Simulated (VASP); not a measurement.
# WS2 (Tungstenite) (P6_3/mmc) in VASP: a series of runs, part 2 of 2

VASP 6.6.1. The steps go on from the part before.

## (5) Single point, PBE

This run uses another cell than the first one, of 17.88 Å³/atom, 1.021 times its volume.

INCAR reads:

```
SYSTEM = WS2
ALGO = Normal
EDIFF = 1E-7
ENCUT = 520
GGA = PE
ISIF = 2
ISMEAR = -1
LASPH = .True.
LCHARG = .True.
LELF = .True.
LREAL = .False.
LVHAR = .True.
LWAVE = .False.
NBANDS = 35
NELM = 100
PREC = Accurate
SIGMA = 0.05
```

KPOINTS reads:

```
k-points
0
Gamma
  10 10 3
  0 0 0
```

POSCAR reads:

```
WS2
1.0
    3.1586570750      0.0000000000      0.0000000000
   -1.5793285375      2.7354772688      0.0000000000
    0.0000000000      0.0000000000     12.4161048547
W S
2 4
Direct
    0.6666666667      0.3333333333      0.7500000000
    0.3333333333      0.6666666667      0.2500000000
    0.6666666667      0.3333333333      0.3750000000
    0.3333333333      0.6666666667      0.8750000000
    0.6666666667      0.3333333333      0.1250000000
    0.3333333333      0.6666666667      0.6250000000
```

Potentials or basis: VASP PAW PBE potentials, release 64 (W_sv, S).

On the command line:

```
$ cat potpaw_PBE.64/W_sv/POTCAR potpaw_PBE.64/S/POTCAR > POTCAR
$ mpirun -np 1 vasp_std > vasp.out
```

OUTCAR:

```text
SYSTEM = WS2
   EDIFF = 1E-7
   ENCUT = 520
   GGA = PE
   ISIF = 2
   ISMEAR = -1
   LASPH = .True.
   LREAL = .False.
   NELM = 100
   PREC = Accurate

 ion  position               nearest neighbor table
   1  0.667  0.333  0.750-   4 2.39   6 2.39   4 2.39   6 2.39   4 2.39   6 2.39
   2  0.333  0.667  0.250-   3 2.39   5 2.39   3 2.39   5 2.39   3 2.39   5 2.39
   3  0.667  0.333  0.375-   2 2.39   2 2.39   2 2.39
   4  0.333  0.667  0.875-   1 2.39   1 2.39   1 2.39
   5  0.667  0.333  0.125-   2 2.39   2 2.39   2 2.39
   6  0.333  0.667  0.625-   1 2.39   1 2.39   1 2.39

  LATTYP: Found a hexagonal cell.
 ALAT       =     3.1586570750
 C/A-ratio  =     3.9308176101

  Lattice vectors:

 A1 = (   3.1586570750,   0.0000000000,   0.0000000000)
 A2 = (  -1.5793285375,   2.7354772688,   0.0000000000)
 A3 = (   0.0000000000,   0.0000000000,  12.4161048547)

Analysis of symmetry for initial positions (statically):
=====================================================================
 Subroutine PRICEL returns:
 Original cell was already a primitive cell.

 Routine SETGRP: Setting up the symmetry group for a
 hexagonal supercell.

 Subroutine GETGRP returns: Found 24 space group operations
 (whereof 12 operations were pure point group operations)
 out of a pool of 24 trial point group operations.

The static configuration has the point symmetry D_3d.
 The point group associated with its full space group is D_6h.

Analysis of symmetry for dynamics (positions and initial velocities):
=====================================================================
 Subroutine PRICEL returns:
 Original cell was already a primitive cell.

 Routine SETGRP: Setting up the symmetry group for a
 hexagonal supercell.

 Subroutine GETGRP returns: Found 24 space group operations
 (whereof 12 operations were pure point group operations)
 out of a pool of 24 trial point group operations.

The dynamic configuration has the point symmetry D_3d.
 The point group associated with its full space group is D_6h.

 Subroutine INISYM returns: Found 24 space group operations
 (whereof 12 operations are pure point group operations),
 and found     1 'primitive' translations

----------------------------------------------------------------------------------------

                                     Primitive cell

  volume of cell :     107.2805

  direct lattice vectors                    reciprocal lattice vectors
     3.158657075  0.000000000  0.000000000     0.316590240  0.182783460  0.000000000
    -1.579328537  2.735477269  0.000000000     0.000000000  0.365566920  0.000000000
     0.000000000  0.000000000 12.416104855     0.000000000  0.000000000  0.080540557

  length of vectors
     3.158657075  3.158657075 12.416104855     0.365566920  0.365566920  0.080540557

  position of ions in fractional coordinates (direct lattice)
     0.666666667  0.333333333  0.750000000
     0.333333333  0.666666667  0.250000000
     0.666666667  0.333333333  0.375000000
     0.333333333  0.666666667  0.875000000
     0.666666667  0.333333333  0.125000000
     0.333333333  0.666666667  0.625000000

  ion indices of the primitive-cell ions
   primitive index   ion index
[... 23 lines left out ...]
     0.036556692  0.036556692  0.026846852

  Shift w.r.t. Gamma in fractional coordinates (k-lattice)
     0.000000000  0.000000000  0.000000000

 Subroutine IBZKPT returns following result:
 ===========================================

 Found     28 irreducible k-points:

 Following reciprocal coordinates:
            Coordinates               Weight
  0.000000  0.000000  0.000000      1.000000
  0.100000  0.000000  0.000000      6.000000
  0.200000  0.000000  0.000000      6.000000
  0.300000  0.000000  0.000000      6.000000
  0.400000  0.000000  0.000000      6.000000
  0.500000  0.000000  0.000000      3.000000
[... 16 lines left out ...]
  0.300000  0.100000  0.333333     24.000000
  0.400000  0.100000  0.333333     24.000000
 [... further k-points ...]
   k-points           NKPTS =     28   k-points in BZ     NKDIM =     28   number of bands    NBANDS=     35
   number of dos      NEDOS =    301   number of ions     NIONS =      6
   total plane-waves  NPLWV =  55296
   dimension x,y,z NGX =    24 NGY =   24 NGZ =   96
   dimension x,y,z NGXF=    48 NGYF=   48 NGZF=  192
   ions per type =               2   4
   NGX,Y,Z   is equivalent  to a cutoff of  12.63, 12.63, 12.85 a.u.
   NGXF,Y,Z  is equivalent  to a cutoff of  25.26, 25.26, 25.71 a.u.
 SYSTEM =  WS2
   PREC   = accura    normal or accurate (medium, high low for compatibility)
   ISTART =      0    job   : 0-new  1-cont  2-samecut
   ICHARG =      2    charge: 1-file 2-atom 10-const
   ISPIN  =      1    spin polarized calculation?
   LNONCOLLINEAR =      F non collinear calculations
   LSORBIT =      F    spin-orbit coupling
   LASPH  =      T    aspherical Exc in radial PAW
   ENCUT  =  520.0 eV  38.22 Ry    6.18 a.u.   5.87  5.87 23.09*2*pi/ulx,y,z
   NELM   =    100;   NELMIN=  2; NELMDL= -5     # of ELM steps
   EDIFF  = 0.1E-06   stopping-criterion for ELM
   LREAL  =      F    real-space projection
   EDIFFG = 0.1E-05   stopping-criterion for IOM
   NSW    =      0    number of steps for IOM
   IBRION =     -1    ionic relax: 0-MD 1-quasi-New 2-CG
   NFREE  =      0    steps in history (QN), initial steepest desc. (CG)
   ISIF   =      2    stress and relaxation
   ISYM   =      2    0-nonsym 1-usesym 2-fastsym
   POTIM  = 0.5000    time-step for ionic-motion
   TEBEG  =    0.0;   TEEND  =   0.0 temperature during run
   PSTRESS=    0.0 pullay stress
   NELECT =      52.0000    total number of electrons
   NUPDOWN=      -1.0000    fix difference up-down
   EMIN   =  10.00;   EMAX   =-10.00  energy-range for DOS
   EFERMI =   0.00;   METHOD = LEGACY
   ISMEAR =    -1;   SIGMA  =   0.05  broadening in eV -4-tet -1-fermi 0-gaus
   EFERMI_NEDOS =   21; number of points for ismear=-14 and -15
   IALGO  =     38    algorithm
   IMIX   =      4    mixing-type and parameters
     AMIX     =   0.40;   BMIX     =  1.00
     AMIX_MAG =   1.60;   BMIX_MAG =  1.00
  volume/ion in A,a.u.               =      17.88       120.66
  Fermi-wavevector in a.u.,A,eV,Ry     =   1.285984  2.430158 22.500707  1.653755
  Thomas-Fermi vector in A             =   2.418086
   LORBIT       =      0    0 simple, 1 ext, 2 COOP (PROOUT), +10 PAW based schemes
   GGA     = PE    functional components
   LHFCALC =     F    Hartree Fock is set to
   AEXX    =    0.0000 exact exchange contribution
   IVDW    =     0    specifies the selected vdW correction
   LEPSILON=     F    determine dielectric tensor
   LRPA    =     F    only Hartree local field effects (RPA)
 non-spin polarized calculation
  energy-cutoff  :      520.00
  volume of cell :      107.28
 maximum number of plane-waves:      2904
 NGX is ok and might be reduce to    24
   NGX = 11   NGY = 11   NGZ = 47

 number of electron      51.9999998 magnetization

 Free energy of the ion-electron system (eV)
  ---------------------------------------------------
  ext. energy  EPLUGINS =         0.00000000
  ---------------------------------------------------
  free energy    TOTEN  =       -47.22651987 eV

  energy without entropy =      -47.22651945  energy(sigma->0) =      -47.22651966

 E-fermi :   7.8918     XC(G=0): -10.8730

 val. band max:        7.3896200020   @ k =   0.0000   0.0000   0.0000
 cond. band min:       8.5070604150   @ k =   0.2000   0.2000   0.0000
 fundamental gap:      1.1174404130
 Fermi energy:         7.8917804662

 k-point     1 :       0.0000    0.0000    0.0000
  band No.  band energies     occupation
      1     -67.2307      2.00000
      2     -67.2307      2.00000
      3     -31.4946      2.00000
      4     -31.4946      2.00000
      5     -31.3265      2.00000
      6     -31.3265      2.00000
[... 901 lines left out ...]
     34      11.5009      0.00000
     35      12.3798      0.00000

 [... further k-points ...]
[... 5 lines left out ...]
  --------------------------------------------------------------------------------------
  -------------------------------------------------------------------------------------
  Total        3.3226995      3.3226995      4.7781386      0.0000000     -0.0000000      0.0000000
  in kB       49.6227337     49.6227337     71.3589356      0.0000000     -0.0000000      0.0000000
  external PRESSURE =      56.8681344 kB  Pullay stress =       0.0000000 kB

 VOLUME and BASIS-vectors are now :
 -----------------------------------------------------------------------------
  energy-cutoff  :      520.00
  volume of cell :      107.28
      direct lattice vectors                 reciprocal lattice vectors
     3.158657075  0.000000000  0.000000000     0.316590240  0.182783460  0.000000000
    -1.579328537  2.735477269  0.000000000     0.000000000  0.365566920  0.000000000
     0.000000000  0.000000000 12.416104855     0.000000000  0.000000000  0.080540557

 POSITION                                       TOTAL-FORCE (eV/Angst)
 -----------------------------------------------------------------------------------
      1.57933      0.91183      9.31208        -0.000000      0.000000     -0.000000
     -0.00000      1.82365      3.10403         0.000000     -0.000000     -0.000000
      1.57933      0.91183      4.65604         0.000000     -0.000000      0.497629
     -0.00000      1.82365     10.86409        -0.000000     -0.000000      0.497629
      1.57933      0.91183      1.55201         0.000000      0.000000     -0.497629
     -0.00000      1.82365      7.76007        -0.000000      0.000000     -0.497629
 -----------------------------------------------------------------------------------
    total drift:                                0.000000     -0.000000      0.000000

  FREE ENERGIE OF THE ION-ELECTRON SYSTEM (eV)
  ---------------------------------------------------
  free  energy   TOTEN  =       -47.2265198747 eV

  energy  without entropy=      -47.2265194547  energy(sigma->0) =      -47.22651966
```

Wall time 5.1 min (1 thread of AMD EPYC 7R43 (Zen 3), shared host); peak memory 0.23 GiB.

Results:

* Free energy: -47.2265 eV
* Pressure: 5.7 GPa
* Largest force: 0.498 eV/Å
* Band gap on the k mesh: 1.12 eV, indirect (least direct gap 2.14 eV)

Forces on the atoms (eV/Å):
```
W    0.000  0.000  0.000
W    0.000  0.000  0.000
S    0.000  0.000  0.498
S    0.000  0.000  0.498
S    0.000  0.000 -0.498
S    0.000  0.000 -0.498
```

Stress tensor (GPa, compression positive):
```
4.96 0.00 0.00
0.00 4.96 0.00
0.00 0.00 7.14
```

Caveat: spin-orbit coupling is left out, which moves the levels of the heavy elements; this functional lacks dispersion, which binds the layers, so the pressure and a relaxed spacing across them are unreliable. A k mesh can miss the band edges.

## (6) The runs side by side

```csv
level,cell,gap on the mesh (eV),pressure (GPa),largest force (eV/Å)
PBE,"a = 3.137, b = 3.137, c = 12.331 Å, angles 90.0, 90.0, 120.0°, 6 atoms",1.10,9.5,0.89
PBE+D3(BJ),"a = 3.159, b = 3.159, c = 12.416 Å, angles 90.0, 90.0, 120.0°, 6 atoms",1.12,1.7,0.50
RPBE+D3(BJ),"a = 3.159, b = 3.159, c = 12.416 Å, angles 90.0, 90.0, 120.0°, 6 atoms",1.17,-11.4,0.04
PBE,"a = 3.159, b = 3.159, c = 12.416 Å, angles 90.0, 90.0, 120.0°, 6 atoms",1.12,5.7,0.50
```

Alike in all rows: task single point; potentials or basis VASP PAW PBE potentials, release 64 (W_sv, S); no spin polarisation; k mesh 10 × 10 × 3; cutoff (eV) 520; smearing fermi-dirac 0.05 eV.

Caveats: spin-orbit coupling is left out, which moves the levels of the heavy elements; this functional lacks dispersion, which binds the layers, so the pressure and a relaxed spacing across them are unreliable (some runs); the PAW data sets were made with another functional, which shifts forces and pressure a little (some runs).

Absolute energies hang on the potentials; compare differences alone.
